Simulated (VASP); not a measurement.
Wanted: the native input for a VASP 6.6.1 run.

* Task: single point
* Functional: LDA
* Potentials or basis: VASP PAW LDA potentials, release 64 (W_sv, Si)
* Cutoff: 520 eV
* k mesh: 14 × 14 × 14
* Occupations: fermi-dirac, width 0.08 eV
* Spin: no spin polarisation
* Dipole correction: no
* Further INCAR settings: ALGO = Normal; EDIFF = 1e-06; NBANDS = 18

The structure of Si2W (MoSi2 type) lies in POSCAR:

```
Si2W
1.0
   -1.3367861967      1.3367861967      3.4193683881
    1.3367861967     -1.3367861967      3.4193683881
    1.3367861967      1.3367861967     -3.4193683881
W Si
1 2
Direct
    0.0000000000      0.0000000000      0.0000000000
    0.3287140480      0.3287140480      0.0000000000
   -0.3287140480     -0.3287140480      0.0000000000
```

The input as run:

INCAR

```
SYSTEM = Si2W
PREC = Accurate
ENCUT = 520
EDIFF = 1E-6
ISMEAR = -1
SIGMA = 0.08
LREAL = .FALSE.
LASPH = .TRUE.
NELM = 80
ALGO = Normal
ISIF = 2
LWAVE = .FALSE.
LCHARG = .TRUE.
GGA = CA
LELF = .TRUE.
LVHAR = .TRUE.
NBANDS = 18
```

KPOINTS

```
Automatic mesh
0
G
  14 14 14
  0 0 0
```

Potentials or basis: VASP PAW LDA potentials, release 64 (W_sv, Si).

Command:

```console
$ cat potpaw_LDA.64/W_sv/POTCAR potpaw_LDA.64/Si/POTCAR > POTCAR
$ mpirun -np 1 vasp_std > vasp.out
```

It gave:

The pressure is 311.9 GPa, the largest force is 0.060 eV/Å and the band gap on the k mesh is zero (band 11 reaches 22.70 eV, above the bottom of band 12 at 19.91 eV).

Caveat: spin-orbit coupling is left out, which moves the levels of the heavy elements.

Wall time 64 s on 1 thread of AMD EPYC 9R45 96-Core Processor (Zen 5), on a shared host, peak memory 0.2 GiB.
